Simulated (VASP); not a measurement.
# AlN (zincblende type) (F-43m) in VASP: further runs

Runs on AlN (zincblende type). Level: LDA. Tasks: single point.

All numbers are computed with VASP 6.6.1; they aren't measurements. Logs are shortened: lines on timing, memory, paths and dates and some standing lists are left out, and cuts for length are marked.

### 1 The cell of the first run

It takes space group F-43m (No. 216, cubic). Conventional cell: a = 3.558 Å, b = 3.558 Å, c = 3.558 Å, α = 90.00°, β = 90.00°, γ = 90.00°. Within 2.1 Å of Al (site symmetry -43m) lie 4 N at 1.54 Å. N (site symmetry -43m) has 4 Al at 1.54 Å within 2.1 Å.

### 2 Single point, LDA (volume scaled by 0.55, partial waves polarizable)

INCAR reads:

```
ALGO     = Normal         # electronic algorithm
EDIFF    = 1E-6           # SCF threshold, eV
ENCUT    = 520            # plane-wave cutoff, eV
ISIF     = 2              # what is computed and relaxed
ISMEAR   = -1             # smearing method
LASPH    = T              # aspherical terms in the spheres
LCHARG   = F              # write CHGCAR
LREAL    = F              # projectors in reciprocal space
LWAVE    = F              # write WAVECAR
NBANDS   = 11             # bands
NELM     = 100            # most SCF steps
PREC     = Accurate       # precision mode
SIGMA    = 0.1            # smearing width, eV
```

KPOINTS reads:

```
k-points
0
Gamma
  17 17 17
```

POSCAR reads:

```
AlN
1.0
    0.0000000000      1.7788500260      1.7788500260
    1.7788500260      0.0000000000      1.7788500260
    1.7788500260      1.7788500260      0.0000000000
Al N
1 1
Direct
    0.0000000000      0.0000000000      0.0000000000
    0.2500000000      0.2500000000      0.2500000000
```

Potentials or basis: VASP PAW LDA potentials, release 64 (Al, N).

Command:

```
$ cat potpaw_LDA.64/Al/POTCAR potpaw_LDA.64/N/POTCAR > POTCAR
$ mpirun -np 1 vasp_std > vasp.out
```

OUTCAR:

```text
EDIFF = 1E-6
   ENCUT = 520
   ISIF = 2
   ISMEAR = -1
   LASPH = T
   LREAL = F
   NELM = 100
   PREC = Accurate

 ion  position               nearest neighbor table
   1  0.000  0.000  0.000-   2 1.54   2 1.54   2 1.54   2 1.54
   2  0.250  0.250  0.250-   1 1.54   1 1.54   1 1.54   1 1.54

  LATTYP: Found a face centered cubic cell.
 ALAT       =     3.5577000520

  Lattice vectors:

 A1 = (   0.0000000000,   1.7788500260,   1.7788500260)
 A2 = (   1.7788500260,   0.0000000000,   1.7788500260)
 A3 = (   1.7788500260,   1.7788500260,   0.0000000000)

Analysis of symmetry for initial positions (statically):
=====================================================================
 Subroutine PRICEL returns:
 Original cell was already a primitive cell.

 Routine SETGRP: Setting up the symmetry group for a
 face centered cubic supercell.

 Subroutine GETGRP returns: Found 24 space group operations
 (whereof 24 operations were pure point group operations)
 out of a pool of 48 trial point group operations.

The static configuration has the point symmetry T_d .

Analysis of symmetry for dynamics (positions and initial velocities):
=====================================================================
 Subroutine PRICEL returns:
 Original cell was already a primitive cell.

 Routine SETGRP: Setting up the symmetry group for a
 face centered cubic supercell.

 Subroutine GETGRP returns: Found 24 space group operations
 (whereof 24 operations were pure point group operations)
 out of a pool of 48 trial point group operations.

The dynamic configuration has the point symmetry T_d .

 Subroutine INISYM returns: Found 24 space group operations
 (whereof 24 operations are pure point group operations),
 and found     1 'primitive' translations

----------------------------------------------------------------------------------------

                                     Primitive cell

  volume of cell :      11.2577

  direct lattice vectors                    reciprocal lattice vectors
     0.000000000  1.778850026  1.778850026    -0.281080469  0.281080469  0.281080469
     1.778850026  0.000000000  1.778850026     0.281080469 -0.281080469  0.281080469
     1.778850026  1.778850026  0.000000000     0.281080469  0.281080469 -0.281080469

  length of vectors
     2.515673832  2.515673832  2.515673832     0.486845654  0.486845654  0.486845654

  position of ions in fractional coordinates (direct lattice)
     0.000000000  0.000000000  0.000000000
     0.250000000  0.250000000  0.250000000

  ion indices of the primitive-cell ions
   primitive index   ion index
                 1           1
                 2           2

----------------------------------------------------------------------------------------

 KPOINTS: k-points

Automatic generation of k-mesh.
 Grid dimensions read from file:
 generate k-points for:   17   17   17

 Generating k-lattice:

  Cartesian coordinates                     Fractional coordinates (reciprocal lattice)
    -0.016534145  0.016534145  0.016534145     0.058823529  0.000000000  0.000000000
     0.016534145 -0.016534145  0.016534145     0.000000000  0.058823529  0.000000000
     0.016534145  0.016534145 -0.016534145     0.000000000  0.000000000  0.058823529

  Length of vectors
     0.028637980  0.028637980  0.028637980

  Shift w.r.t. Gamma in fractional coordinates (k-lattice)
     0.000000000  0.000000000  0.000000000

 Subroutine IBZKPT returns following result:
 ===========================================

 Found    165 irreducible k-points:

 Following reciprocal coordinates:
            Coordinates               Weight
  0.000000  0.000000  0.000000      1.000000
  0.058824  0.000000  0.000000      8.000000
  0.117647  0.000000  0.000000      8.000000
  0.176471  0.000000  0.000000      8.000000
  0.235294  0.000000  0.000000      8.000000
  0.294118  0.000000  0.000000      8.000000
[... 16 lines left out ...]
 -0.176471  0.058824  0.000000     24.000000
 -0.117647  0.058824  0.000000     24.000000
 [... further k-points ...]
   k-points           NKPTS =    165   k-points in BZ     NKDIM =    165   number of bands    NBANDS=     11
   number of dos      NEDOS =    301   number of ions     NIONS =      2
   total plane-waves  NPLWV =   8000
   dimension x,y,z NGX =    20 NGY =   20 NGZ =   20
   dimension x,y,z NGXF=    40 NGYF=   40 NGZF=   40
   ions per type =               1   1
   NGX,Y,Z   is equivalent  to a cutoff of  13.22, 13.22, 13.22 a.u.
   NGXF,Y,Z  is equivalent  to a cutoff of  26.43, 26.43, 26.43 a.u.
 SYSTEM =  unknown system
   PREC   = accura    normal or accurate (medium, high low for compatibility)
   ISTART =      0    job   : 0-new  1-cont  2-samecut
   ICHARG =      2    charge: 1-file 2-atom 10-const
   ISPIN  =      1    spin polarized calculation?
   LNONCOLLINEAR =      F non collinear calculations
   LSORBIT =      F    spin-orbit coupling
   LASPH  =      T    aspherical Exc in radial PAW
   ENCUT  =  520.0 eV  38.22 Ry    6.18 a.u.   4.68  4.68  4.68*2*pi/ulx,y,z
   NELM   =    100;   NELMIN=  2; NELMDL= -5     # of ELM steps
   EDIFF  = 0.1E-05   stopping-criterion for ELM
   LREAL  =      F    real-space projection
   EDIFFG = 0.1E-04   stopping-criterion for IOM
   NSW    =      0    number of steps for IOM
   IBRION =     -1    ionic relax: 0-MD 1-quasi-New 2-CG
   NFREE  =      0    steps in history (QN), initial steepest desc. (CG)
   ISIF   =      2    stress and relaxation
   ISYM   =      2    0-nonsym 1-usesym 2-fastsym
   POTIM  = 0.5000    time-step for ionic-motion
   TEBEG  =    0.0;   TEEND  =   0.0 temperature during run
   PSTRESS=    0.0 pullay stress
   NELECT =       8.0000    total number of electrons
   NUPDOWN=      -1.0000    fix difference up-down
   EMIN   =  10.00;   EMAX   =-10.00  energy-range for DOS
   EFERMI =   0.00;   METHOD = LEGACY
   ISMEAR =    -1;   SIGMA  =   0.10  broadening in eV -4-tet -1-fermi 0-gaus
   EFERMI_NEDOS =   21; number of points for ismear=-14 and -15
   IALGO  =     38    algorithm
   IMIX   =      4    mixing-type and parameters
     AMIX     =   0.40;   BMIX     =  1.00
     AMIX_MAG =   1.60;   BMIX_MAG =  1.00
  volume/ion in A,a.u.               =       5.63        37.99
  Fermi-wavevector in a.u.,A,eV,Ry     =   1.460906  2.760711 29.038169  2.134245
  Thomas-Fermi vector in A             =   2.577300
   LORBIT       =      0    0 simple, 1 ext, 2 COOP (PROOUT), +10 PAW based schemes
   GGA     = CA    functional components
   LHFCALC =     F    Hartree Fock is set to
   AEXX    =    0.0000 exact exchange contribution
   IVDW    =     0    specifies the selected vdW correction
   LEPSILON=     F    determine dielectric tensor
   LRPA    =     F    only Hartree local field effects (RPA)
 non-spin polarized calculation
  energy-cutoff  :      520.00
  volume of cell :       11.26
 maximum number of plane-waves:       315
   NGX =  9   NGY =  9   NGZ =  9

 number of electron       7.9999998 magnetization

 Free energy of the ion-electron system (eV)
  ---------------------------------------------------
  ext. energy  EPLUGINS =         0.00000000
  ---------------------------------------------------
  free energy    TOTEN  =        -9.26857563 eV

  energy without entropy =       -9.26857563  energy(sigma->0) =       -9.26857563

 E-fermi :  15.0843     XC(G=0): -14.2346

 val. band max:       13.3249405633   @ k =  -0.1176   0.1176   0.0000
 cond. band min:      16.5450374198   @ k =   0.4706   0.4706   0.0000
 fundamental gap:      3.2200968565
 Fermi energy:        15.0842801423

 k-point     1 :       0.0000    0.0000    0.0000
  band No.  band energies     occupation
      1      -5.8697      2.00000
      2      13.2414      2.00000
      3      13.2414      2.00000
      4      13.2414      2.00000
      5      24.3017      0.00000
      6      33.0025      0.00000
      7      33.0025      0.00000
      8      33.0025      0.00000
      9      36.3280      0.00000
     10      36.3280      0.00000
     11      39.7877      0.00000

 k-point     2 :       0.0588    0.0000    0.0000
  band No.  band energies     occupation
      1      -5.7736      2.00000
      2      12.9185      2.00000
      3      13.2274      2.00000
      4      13.2274      2.00000
      5      24.4866      0.00000
      6      32.7815      0.00000
      7      33.0363      0.00000
      8      33.0363      0.00000
      9      35.6257      0.00000
     10      35.6257      0.00000
     11      39.3196      0.00000

 k-point     3 :       0.1176    0.0000    0.0000
  band No.  band energies     occupation
      1      -5.4872      2.00000
      2      12.0402      2.00000
      3      13.1874      2.00000
      4      13.1874      2.00000
      5      24.9382      0.00000
      6      32.1975      0.00000
      7      32.8146      0.00000
      8      32.8146      0.00000
      9      34.9075      0.00000
     10      34.9075      0.00000
     11      38.7474      0.00000

 k-point     4 :       0.1765    0.0000    0.0000
  band No.  band energies     occupation
      1      -5.0193      2.00000
      2      10.7946      2.00000
      3      13.1273      2.00000
      4      13.1273      2.00000
      5      25.4479      0.00000
      6      31.4172      0.00000
      7      31.9174      0.00000
      8      31.9174      0.00000
      9      35.2412      0.00000
     10      35.2412      0.00000
     11      38.5850      0.00000
[... 239 lines left out ...]
 k-point    22 :      -0.2353    0.0588    0.0000
  band No.  band energies     occupation
      1      -4.0638      2.00000
      2       8.8703      2.00000
      3      12.6290      2.00000
      4      13.1853      2.00000
      5      25.9233      0.00000
      6      29.5093      0.00000
      7      30.1405      0.00000
      8      31.7341      0.00000
      9      35.7854      0.00000
     10      37.7439      0.00000
     11      39.5695      0.00000

 k-point    23 :      -0.1765    0.0588    0.0000
  band No.  band energies     occupation
      1      -4.7438      2.00000
      2      10.3034      2.00000
      3      12.7382      2.00000
      4      13.2538      2.00000
      5      25.6236      0.00000
      6      30.5041      0.00000
      7      31.0781      0.00000
      8      32.3306      0.00000
      9      34.7669      0.00000
     10      36.7272      0.00000
     11      39.1582      0.00000

 k-point    24 :      -0.1176    0.0588    0.0000
  band No.  band energies     occupation
      1      -5.2671      2.00000
      2      11.5724      2.00000
      3      12.8747      2.00000
      4      13.2857      2.00000
      5      25.1929      0.00000
      6      31.4930      0.00000
      7      32.1554      0.00000
      8      32.8887      0.00000
      9      34.1600      0.00000
     10      35.9891      0.00000
     11      39.3621      0.00000

 [... further k-points ...]

------------------------ aborting loop because EDIFF is reached ----------------------------------------

  FORCE on cell =-STRESS in cart. coord.  units (eV):
  Direction    XX          YY          ZZ          XY          YZ          ZX
  --------------------------------------------------------------------------------------
  -------------------------------------------------------------------------------------
  Total       27.9075070     27.9075070     27.9075070     -0.0000000      0.0000000     -0.0000000
  in kB     3971.7657399   3971.7657399   3971.7657399     -0.0000000      0.0000000     -0.0000000
  external PRESSURE =    3971.7657399 kB  Pullay stress =       0.0000000 kB

 VOLUME and BASIS-vectors are now :
 -----------------------------------------------------------------------------
  energy-cutoff  :      520.00
  volume of cell :       11.26
      direct lattice vectors                 reciprocal lattice vectors
     0.000000000  1.778850026  1.778850026    -0.281080469  0.281080469  0.281080469
     1.778850026  0.000000000  1.778850026     0.281080469 -0.281080469  0.281080469
     1.778850026  1.778850026  0.000000000     0.281080469  0.281080469 -0.281080469

 POSITION                                       TOTAL-FORCE (eV/Angst)
 -----------------------------------------------------------------------------------
      0.00000      0.00000      0.00000        -0.000000     -0.000000     -0.000000
      0.88943      0.88943      0.88943         0.000000      0.000000      0.000000
 -----------------------------------------------------------------------------------
    total drift:                               -0.000000     -0.000000      0.000000

  FREE ENERGIE OF THE ION-ELECTRON SYSTEM (eV)
  ---------------------------------------------------
  free  energy   TOTEN  =        -9.2685756339 eV

  energy  without entropy=       -9.2685756286  energy(sigma->0) =       -9.26857563
```

Wall time 7.6 s (1 thread of Intel Xeon 6975P-C (Granite Rapids), shared host); peak memory 0.12 GiB.

What came out:

- Free energy: -9.2686 eV
- Pressure: 397.2 GPa
- Band gap on the k mesh: 3.22 eV, indirect (least direct gap 5.49 eV)

### 3 Single point, LDA (volume scaled by 0.64)

INCAR reads:

```
SYSTEM = AlN
PREC = Accurate ; ENCUT = 520
EDIFF = 1E-6 ; ISMEAR = -1
SIGMA = 0.1 ; LREAL = .False.
LASPH = .True. ; NELM = 100
ALGO = Normal ; ISIF = 2
LWAVE = .False. ; LCHARG = .False.
GGA = CA ; NBANDS = 11
```

KPOINTS reads:

```
Automatic mesh
0
Gamma
  17 17 17
  0 0 0
```

POSCAR reads:

```
AlN
1.0
    0.0000000000      1.8710199976      1.8710199976
    1.8710199976      0.0000000000      1.8710199976
    1.8710199976      1.8710199976      0.0000000000
Al N
1 1
Direct
    0.0000000000      0.0000000000      0.0000000000
    0.2500000000      0.2500000000      0.2500000000
```

Potentials or basis: VASP PAW LDA potentials, release 64 (Al, N).

Command:

```
$ cat potpaw_LDA.64/Al/POTCAR potpaw_LDA.64/N/POTCAR > POTCAR
$ mpirun -np 1 vasp_std > vasp.out
```

It took 7.7 s on 1 thread of Intel Xeon 6975P-C (Granite Rapids), shared host; peak memory 0.12 GiB.

It converged, with:

| Property | Result |
| --- | --- |
| Free energy | -12.7499 eV |
| Pressure | 224.2 GPa |
| Band gap on the k mesh | 3.31 eV, indirect (least direct gap 5.51 eV) |

Levels at points of the mesh, in eV from the valence-band top:
```
           k point  band 2  band 3  band 4  band 5  band 6  band 7
(0.00, 0.00, 0.00)   -0.04   -0.04   -0.04    9.06   17.62   17.62
```

### 4 Single point, LDA (volume scaled by 0.88)

INCAR reads:

```
PREC = Accurate
ENCUT = 520
EDIFF = 1E-6
ISMEAR = -1
SIGMA = 0.1
LREAL = F
LASPH = T
NELM = 100
ALGO = Normal
ISIF = 2
LWAVE = F
LCHARG = F
GGA = CA
NBANDS = 11
```

KPOINTS reads:

```
Automatic mesh
0
Gamma
  17 17 17
```

POSCAR reads:

```
AlN
1.0
    0.0000000000      2.0805556118      2.0805556118
    2.0805556118      0.0000000000      2.0805556118
    2.0805556118      2.0805556118      0.0000000000
Al N
1 1
Direct
    0.0000000000      0.0000000000      0.0000000000
    0.2500000000      0.2500000000      0.2500000000
```

Command:

```
$ cat potpaw_LDA.64/Al/POTCAR potpaw_LDA.64/N/POTCAR > POTCAR
$ mpirun -np 1 vasp_std > vasp.out
```

It took 8.8 s on 1 thread of Intel Xeon 6975P-C (Granite Rapids), shared host; peak memory 0.14 GiB.

It converged, with:

* Free energy: -16.1222 eV
* Pressure: 35.6 GPa
* Band gap on the k mesh: 3.33 eV, indirect (least direct gap 5.26 eV)

Levels at points of the mesh, in eV from the valence-band top:
```tsv
k point	band 1	band 2	band 3	band 4	band 5	band 6	band 7	band 8
(0.00, 0.00, 0.00)	-15.72	0.00	0.00	0.00	5.59	13.83	13.83	13.83
```

 A k mesh can miss the band edges.

### 5 Single point, LDA (volume scaled by 0.94)

INCAR reads:

```
ALGO = Normal
EDIFF = 1E-6
ENCUT = 520
ISIF = 2
ISMEAR = -1
LASPH = T
LCHARG = F
LREAL = F
LWAVE = F
NBANDS = 11
NELM = 100
PREC = Accurate
SIGMA = 0.1
```

KPOINTS reads:

```
k-points
0
Gamma
  17 17 17
```

POSCAR reads:

```
AlN
1.0
    0.0000000000      2.1268052441      2.1268052441
    2.1268052441      0.0000000000      2.1268052441
    2.1268052441      2.1268052441      0.0000000000
Al N
1 1
Direct
    0.0000000000      0.0000000000      0.0000000000
    0.2500000000      0.2500000000      0.2500000000
```

Command:

```
$ cat potpaw_LDA.64/Al/POTCAR potpaw_LDA.64/N/POTCAR > POTCAR
$ mpirun -np 1 vasp_std > vasp.out
```

It took 8.6 s on 1 thread of Intel Xeon 6975P-C (Granite Rapids), shared host; peak memory 0.14 GiB.

The run converged. Its results:

```yaml
Free_energy: -16.3154 eV
Pressure: 15.6 GPa
Band_gap_on_the_k_mesh: 3.31 eV, indirect (least direct gap 4.96 eV)
```

Levels at points of the mesh, in eV from the valence-band top:
| k point | band 1 | band 2 | band 3 | band 4 | band 5 | band 6 | band 7 | band 8 | band 9 |
| --- | --- | --- | --- | --- | --- | --- | --- | --- | --- |
| (0.00, 0.00, 0.00) | -15.30 | 0.00 | 0.00 | 0.00 | 4.96 | 13.13 | 13.13 | 13.13 | 18.16 |

 A k mesh can miss the band edges.

### 6 Overview

| cell | gap on the mesh (eV) | pressure (GPa) |
| --- | --- | --- |
| a = 2.516 Å, angles 60.0°, 2 atoms | 3.22 | 397.2 |
| a = 2.646 Å, angles 60.0°, 2 atoms | 3.31 | 224.2 |
| a = 2.942 Å, angles 60.0°, 2 atoms | 3.33 | 35.6 |
| a = 3.008 Å, angles 60.0°, 2 atoms | 3.31 | 15.6 |

Alike in all rows: task single point; level LDA; potentials or basis VASP PAW LDA potentials, release 64 (Al, N); no spin polarisation; k mesh 17 × 17 × 17; cutoff (eV) 520; smearing fermi-dirac 0.1 eV.

Total energies depend on the potentials used, so only differences within one code and one set of settings carry meaning.
